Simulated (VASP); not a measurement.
Input of a VASP 6.6.1 run:

The input INCAR:

```
PREC     = Accurate       # precision mode
ENCUT    = 520            # plane-wave cutoff, eV
EDIFF    = 1E-6           # SCF threshold, eV
ISMEAR   = 0              # smearing method
SIGMA    = 0.1            # smearing width, eV
LREAL    = F              # projectors in reciprocal space
LASPH    = T              # aspherical terms in the spheres
NELM     = 80             # most SCF steps
ALGO     = Fast           # electronic algorithm
ISIF     = 2              # what is computed and relaxed
LWAVE    = F              # write WAVECAR
LCHARG   = T              # write CHGCAR
GGA      = PE             # functional
LELF     = T              # ELF
LVHAR    = T            
NBANDS   = 18             # bands
```

KPOINTS

```
Automatic mesh
0
Gamma
  4 4 4
```

The input POSCAR:

```
Li
1.0
    5.2949638879      0.0000000000      0.0000000000
    0.0000000000      5.2949638879      0.0000000000
    0.0000000000      0.0000000000      5.5492081528
Li
6
Direct
    0.5000000000      0.0000000000      0.7501706854
    0.0000000000      0.5000000000      0.7498293146
    0.0000000000      0.5000000000      0.2501706854
    0.5000000000      0.0000000000      0.2498293146
    0.5000000000      0.5000000000      0.7500000000
    0.5000000000      0.5000000000      0.2500000000
```

Potentials or basis: VASP PAW PBE potentials, release 64 (Li_sv).

Command:

```sh
$ cat potpaw_PBE.64/Li_sv/POTCAR > POTCAR
$ mpirun -np 1 vasp_std > vasp.out
```

What does it give for the band gap on the k mesh?

Zero (bands 9 and 10 overlap by 2.02 eV).

Estimate the largest force.

0.003 eV/Å.

Forces in eV/Å, atoms in the order of the input:
```
Li   0.000  0.000 -0.003
Li   0.000  0.000  0.003
Li   0.000  0.000 -0.003
Li   0.000  0.000  0.003
Li   0.000  0.000  0.000
Li   0.000  0.000  0.000
```
